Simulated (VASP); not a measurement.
# SnSe in VASP: single point with r2SCAN

Aim: the single point of SnSe with r2SCAN.

All numbers are computed with VASP 6.6.1; they aren't measurements. Logs are shortened: lines on timing, memory, paths and dates and some standing lists are left out, and cuts for length are marked.

### 1 The cell of the first run

The cell holds a slab with vacuum, 8 atoms: a = 4.286 Å, b = 4.286 Å, c = 21.980 Å, α = 90.00°, β = 90.00°, γ = 90.00°.

### 2 Single point, r2SCAN

POSCAR reads:

```
SnSe
1.0
    4.2860948187      0.0000000000      0.0000000000
    0.0000000000      4.2860948187      0.0000000000
    0.0000000000      0.0000000000     21.9796979350
Sn Se
4 4
Direct
    0.5000000000      0.0000000000      0.1856970128
    0.5000000000      0.0000000000      0.6856970128
    0.0000000000      0.5000000000      0.3143029872
    0.0000000000      0.5000000000      0.8143029872
    0.5000000000      0.0000000000      0.3075439409
    0.5000000000      0.0000000000      0.8075439409
    0.0000000000      0.5000000000      0.1924560591
    0.0000000000      0.5000000000      0.6924560591
```

INCAR.step1 reads:

```
PREC     = Accurate       # precision mode
ENCUT    = 520            # plane-wave cutoff, eV
ISMEAR   = 0              # smearing method
SIGMA    = 0.05           # smearing width, eV
LREAL    = False          # projectors in reciprocal space
LASPH    = True           # aspherical terms in the spheres
NELM     = 60             # most SCF steps
NBANDS   = 50             # bands
GGA      = PE             # functional
ALGO     = Normal         # electronic algorithm
EDIFF    = 1E-4           # SCF threshold, eV
LWAVE    = True           # write WAVECAR
LCHARG   = False          # write CHGCAR
```

INCAR.step2 reads:

```
PREC     = Accurate       # precision mode
ENCUT    = 520            # plane-wave cutoff, eV
EDIFF    = 1E-6           # SCF threshold, eV
ISMEAR   = 0              # smearing method
SIGMA    = 0.05           # smearing width, eV
LREAL    = False          # projectors in reciprocal space
LASPH    = True           # aspherical terms in the spheres
NELM     = 60             # most SCF steps
ALGO     = Normal         # electronic algorithm
ISIF     = 2              # what is computed and relaxed
LWAVE    = False          # write WAVECAR
LCHARG   = False          # write CHGCAR
METAGGA  = R2SCAN         # meta-GGA
LMIXTAU  = True         
NBANDS   = 50             # bands
ISTART   = 1
```

KPOINTS reads:

```
regular mesh
0
Gamma
  6 6 2
```

Potentials or basis: VASP PAW PBE potentials, release 64 (Sn_d, Se).

Launch:

```sh
$ cat potpaw_PBE.64/Sn_d/POTCAR potpaw_PBE.64/Se/POTCAR > POTCAR
$ cp INCAR.step1 INCAR
$ mpirun -np 1 vasp_std > vasp.out
$ cp INCAR.step2 INCAR
$ mpirun -np 1 vasp_std > vasp.out
```

OUTCAR:

```text
PREC = Accurate
   ENCUT = 520
   EDIFF = 1E-6
   ISMEAR = 0
   LREAL = False
   LASPH = True
   NELM = 60
   ISIF = 2
   METAGGA = R2SCAN
   ISTART = 1

 ion  position               nearest neighbor table
   1  0.500  0.000  0.186-   5 2.68   7 3.03   7 3.03   7 3.03   7 3.03
   2  0.500  0.000  0.686-   6 2.68   8 3.03   8 3.03   8 3.03   8 3.03
   3  0.000  0.500  0.314-   7 2.68   5 3.03   5 3.03   5 3.03   5 3.03
   4  0.000  0.500  0.814-   8 2.68   6 3.03   6 3.03   6 3.03   6 3.03
   5  0.500  0.000  0.308-   1 2.68   3 3.03   3 3.03   3 3.03   3 3.03
   6  0.500  0.000  0.808-   2 2.68   4 3.03   4 3.03   4 3.03   4 3.03
   7  0.000  0.500  0.192-   3 2.68   1 3.03   1 3.03   1 3.03   1 3.03
   8  0.000  0.500  0.692-   4 2.68   2 3.03   2 3.03   2 3.03   2 3.03

  LATTYP: Found a simple tetragonal cell.
 ALAT       =     4.2860948187
 C/A-ratio  =     5.1281408519

  Lattice vectors:

 A1 = (   4.2860948187,   0.0000000000,   0.0000000000)
 A2 = (   0.0000000000,   4.2860948187,   0.0000000000)
 A3 = (   0.0000000000,   0.0000000000,  21.9796979350)

Analysis of symmetry for initial positions (statically):
=====================================================================
 Subroutine PRICEL returns following result:

  LATTYP: Found a simple tetragonal cell.
 ALAT       =     4.2860948187
 C/A-ratio  =     2.5640704260

  Lattice vectors:

 A1 = (   4.2860948187,   0.0000000000,   0.0000000000)
 A2 = (   0.0000000000,   4.2860948187,   0.0000000000)
 A3 = (   0.0000000000,   0.0000000000,  10.9898489675)

   2 primitive cells build up your supercell.

 Routine SETGRP: Setting up the symmetry group for a
 simple tetragonal supercell.

 Subroutine GETGRP returns: Found 16 space group operations
 (whereof  8 operations were pure point group operations)
 out of a pool of 16 trial point group operations.

The static configuration has the point symmetry D_2d.
 The point group associated with its full space group is D_4h.

Analysis of symmetry for dynamics (positions and initial velocities):
=====================================================================
 Subroutine PRICEL returns following result:

  LATTYP: Found a simple tetragonal cell.
 ALAT       =     4.2860948187
 C/A-ratio  =     2.5640704260

  Lattice vectors:

 A1 = (   4.2860948187,   0.0000000000,   0.0000000000)
 A2 = (   0.0000000000,   4.2860948187,   0.0000000000)
 A3 = (   0.0000000000,   0.0000000000,  10.9898489675)

   2 primitive cells build up your supercell.

 Routine SETGRP: Setting up the symmetry group for a
 simple tetragonal supercell.

 Subroutine GETGRP returns: Found 16 space group operations
 (whereof  8 operations were pure point group operations)
 out of a pool of 16 trial point group operations.

The dynamic configuration has the point symmetry D_2d.
 The point group associated with its full space group is D_4h.

 Subroutine INISYM returns: Found 16 space group operations
 (whereof  8 operations are pure point group operations),
 and found     2 'primitive' translations

----------------------------------------------------------------------------------------

                                     Primitive cell

  volume of cell :     201.8902

  direct lattice vectors                    reciprocal lattice vectors
     4.286094819  0.000000000  0.000000000     0.233312617  0.000000000  0.000000000
     0.000000000  4.286094819  0.000000000     0.000000000  0.233312617  0.000000000
     0.000000000  0.000000000 10.989848968     0.000000000  0.000000000  0.090993061

  length of vectors
     4.286094819  4.286094819 10.989848968     0.233312617  0.233312617  0.090993061

  position of ions in fractional coordinates (direct lattice)
     0.500000000  0.000000000  0.371394026
     0.000000000  0.500000000  0.628605974
     0.500000000  0.000000000  0.615087882
     0.000000000  0.500000000  0.384912118

  ion indices of the primitive-cell ions
   primitive index   ion index
                 1           1
                 2           3
                 3           5
                 4           7

----------------------------------------------------------------------------------------

 KPOINTS: regular mesh

Automatic generation of k-mesh.
 Grid dimensions read from file:
 generate k-points for:    6    6    2

 Generating k-lattice:

  Cartesian coordinates                     Fractional coordinates (reciprocal lattice)
     0.038885436  0.000000000  0.000000000     0.166666667  0.000000000  0.000000000
     0.000000000  0.038885436  0.000000000     0.000000000  0.166666667  0.000000000
     0.000000000  0.000000000  0.022748265     0.000000000  0.000000000  0.500000000

  Length of vectors
     0.038885436  0.038885436  0.022748265

  Shift w.r.t. Gamma in fractional coordinates (k-lattice)
     0.000000000  0.000000000  0.000000000

 Subroutine IBZKPT returns following result:
 ===========================================

 Found     20 irreducible k-points:

 Following reciprocal coordinates:
            Coordinates               Weight
  0.000000  0.000000  0.000000      1.000000
  0.166667  0.000000  0.000000      4.000000
  0.333333  0.000000  0.000000      4.000000
  0.500000  0.000000  0.000000      2.000000
  0.166667  0.166667  0.000000      4.000000
  0.333333  0.166667  0.000000      8.000000
[... 12 lines left out ...]
  0.500000  0.333333  0.500000      4.000000
  0.500000  0.500000  0.500000      1.000000
   k-points           NKPTS =     20   k-points in BZ     NKDIM =     20   number of bands    NBANDS=     50
   number of dos      NEDOS =    301   number of ions     NIONS =      8
   total plane-waves  NPLWV = 172032
   dimension x,y,z NGX =    32 NGY =   32 NGZ =  168
   dimension x,y,z NGXF=    64 NGYF=   64 NGZF=  336
   ions per type =               4   4
   NGX,Y,Z   is equivalent  to a cutoff of  12.41, 12.41, 12.71 a.u.
   NGXF,Y,Z  is equivalent  to a cutoff of  24.82, 24.82, 25.41 a.u.
 SYSTEM =  unknown system
   PREC   = accura    normal or accurate (medium, high low for compatibility)
   ISTART =      1    job   : 0-new  1-cont  2-samecut
   ICHARG =      0    charge: 1-file 2-atom 10-const
   ISPIN  =      1    spin polarized calculation?
   LNONCOLLINEAR =      F non collinear calculations
   LSORBIT =      F    spin-orbit coupling
   LASPH  =      T    aspherical Exc in radial PAW
   ENCUT  =  520.0 eV  38.22 Ry    6.18 a.u.   7.97  7.97 40.87*2*pi/ulx,y,z
   NELM   =     60;   NELMIN=  2; NELMDL=  0     # of ELM steps
   EDIFF  = 0.1E-05   stopping-criterion for ELM
   LREAL  =      F    real-space projection
   EDIFFG = 0.1E-04   stopping-criterion for IOM
   NSW    =      0    number of steps for IOM
   IBRION =     -1    ionic relax: 0-MD 1-quasi-New 2-CG
   NFREE  =      0    steps in history (QN), initial steepest desc. (CG)
   ISIF   =      2    stress and relaxation
   ISYM   =      2    0-nonsym 1-usesym 2-fastsym
   POTIM  = 0.5000    time-step for ionic-motion
   TEBEG  =    0.0;   TEEND  =   0.0 temperature during run
   PSTRESS=    0.0 pullay stress
   NELECT =      80.0000    total number of electrons
   NUPDOWN=      -1.0000    fix difference up-down
   EMIN   =  10.00;   EMAX   =-10.00  energy-range for DOS
   EFERMI =   0.00;   METHOD = LEGACY
   ISMEAR =     0;   SIGMA  =   0.05  broadening in eV -4-tet -1-fermi 0-gaus
   EFERMI_NEDOS =   21; number of points for ismear=-14 and -15
   IALGO  =     38    algorithm
   IMIX   =      4    mixing-type and parameters
     AMIX     =   0.40;   BMIX     =  1.00
     AMIX_MAG =   1.60;   BMIX_MAG =  1.00
  volume/ion in A,a.u.               =      50.47       340.61
  Fermi-wavevector in a.u.,A,eV,Ry     =   0.954384  1.803524 12.392846  0.910848
  Thomas-Fermi vector in A             =   2.083125
   LORBIT       =      0    0 simple, 1 ext, 2 COOP (PROOUT), +10 PAW based schemes
   METAGGA = R2SCAN    functional components
   LHFCALC =     F    Hartree Fock is set to
   AEXX    =    0.0000 exact exchange contribution
   IVDW    =     0    specifies the selected vdW correction
   LEPSILON=     F    determine dielectric tensor
   LRPA    =     F    only Hartree local field effects (RPA)
 non-spin polarized calculation
 Gauss-broadening in eV      SIGMA  =   0.05
  energy-cutoff  :      520.00
  volume of cell :      403.78
 maximum number of plane-waves:     10968
 NGX is ok and might be reduce to    32
   NGX = 15   NGY = 15   NGZ = 81

 number of electron      80.0000039 magnetization

 Free energy of the ion-electron system (eV)
  ---------------------------------------------------
  ext. energy  EPLUGINS =         0.00000000
  ---------------------------------------------------
  free energy    TOTEN  =      -159.14467799 eV

  energy without entropy =     -159.14467799  energy(sigma->0) =     -159.14467799

 E-fermi :   0.7212     XC(G=0):  -6.2067

 val. band max:        0.4480758523   @ k =   0.3333   0.0000   0.0000
 cond. band min:       2.2080307631   @ k =   0.0000   0.0000   0.0000
 fundamental gap:      1.7599549108
 Fermi energy:         0.7211802943

 k-point     1 :       0.0000    0.0000    0.0000
  band No.  band energies     occupation
      1     -21.3201      2.00000
      2     -21.3201      2.00000
      3     -21.3155      2.00000
      4     -21.3155      2.00000
      5     -21.3149      2.00000
      6     -21.3149      2.00000
[... 42 lines left out ...]
     49       5.2043      0.00000
     50       5.5635      0.00000

 k-point     2 :       0.1667    0.0000    0.0000
  band No.  band energies     occupation
      1     -21.3176      2.00000
      2     -21.3176      2.00000
      3     -21.3172      2.00000
      4     -21.3172      2.00000
      5     -21.3130      2.00000
      6     -21.3130      2.00000
[... 42 lines left out ...]
     49       4.9641      0.00000
     50       5.5899      0.00000

 k-point     3 :       0.3333    0.0000    0.0000
  band No.  band energies     occupation
      1     -21.3202      2.00000
      2     -21.3202      2.00000
      3     -21.3169      2.00000
      4     -21.3169      2.00000
      5     -21.3126      2.00000
      6     -21.3126      2.00000
[... 890 lines left out ...]
     49       6.0720      0.00000
     50       6.0720      0.00000

 k-point    20 :       0.5000    0.5000    0.5000
  band No.  band energies     occupation
      1     -21.3388      2.00000
      2     -21.3388      2.00000
      3     -21.3388      2.00000
      4     -21.3388      2.00000
      5     -21.2984      2.00000
      6     -21.2984      2.00000
[... 42 lines left out ...]
     49       5.7600      0.00000
     50       5.7600      0.00000

------------------------ aborting loop because EDIFF is reached ----------------------------------------

  FORCE on cell =-STRESS in cart. coord.  units (eV):
  Direction    XX          YY          ZZ          XY          YZ          ZX
  --------------------------------------------------------------------------------------
  -------------------------------------------------------------------------------------
  Total       -0.0284331     -0.0284331      0.0417739      0.0000000      0.0000000      0.0000000
  in kB       -0.1128207     -0.1128207      0.1657565      0.0000000      0.0000000      0.0000000
  external PRESSURE =      -0.0199616 kB  Pullay stress =       0.0000000 kB

 VOLUME and BASIS-vectors are now :
 -----------------------------------------------------------------------------
  energy-cutoff  :      520.00
  volume of cell :      403.78
      direct lattice vectors                 reciprocal lattice vectors
     4.286094819  0.000000000  0.000000000     0.233312617  0.000000000  0.000000000
     0.000000000  4.286094819  0.000000000     0.000000000  0.233312617  0.000000000
     0.000000000  0.000000000 21.979697935     0.000000000  0.000000000  0.045496531

 POSITION                                       TOTAL-FORCE (eV/Angst)
 -----------------------------------------------------------------------------------
      2.14305      0.00000      4.08156         0.000000     -0.000000     -0.011705
      2.14305      0.00000     15.07141         0.000000      0.000000     -0.011705
      0.00000      2.14305      6.90828        -0.000000     -0.000000      0.011705
      0.00000      2.14305     17.89813        -0.000000      0.000000      0.011705
      2.14305      0.00000      6.75972        -0.000000     -0.000000      0.013965
      2.14305      0.00000     17.74957         0.000000     -0.000000      0.013965
      0.00000      2.14305      4.23013         0.000000      0.000000     -0.013965
      0.00000      2.14305     15.21998         0.000000      0.000000     -0.013965
 -----------------------------------------------------------------------------------
    total drift:                                0.000000      0.000000      0.000000

  FREE ENERGIE OF THE ION-ELECTRON SYSTEM (eV)
  ---------------------------------------------------
  free  energy   TOTEN  =      -159.1446779890 eV

  energy  without entropy=     -159.1446779890  energy(sigma->0) =     -159.14467799
```

Wall time 19 min (1 thread of AMD EPYC 9R45 (Zen 5), shared host); peak memory 0.61 GiB.

What came out:

| Item | Value |
| --- | --- |
| Free energy | -159.1447 eV |
| Largest force | 0.014 eV/Å |
| Band gap on the k mesh | 1.76 eV |

Forces in eV/Å, atoms in the order of the input:
```
Sn   0.000  0.000 -0.012
Sn   0.000  0.000 -0.012
Sn   0.000  0.000  0.012
Sn   0.000  0.000  0.012
Se   0.000  0.000  0.014
Se   0.000  0.000  0.014
Se   0.000  0.000 -0.014
Se   0.000  0.000 -0.014
```

Caveat: there is no dipole correction, which matters where the two faces differ; the PAW data sets were made with another functional, which shifts forces and pressure a little; spin-orbit coupling is left out, which moves the levels of the heavy elements.
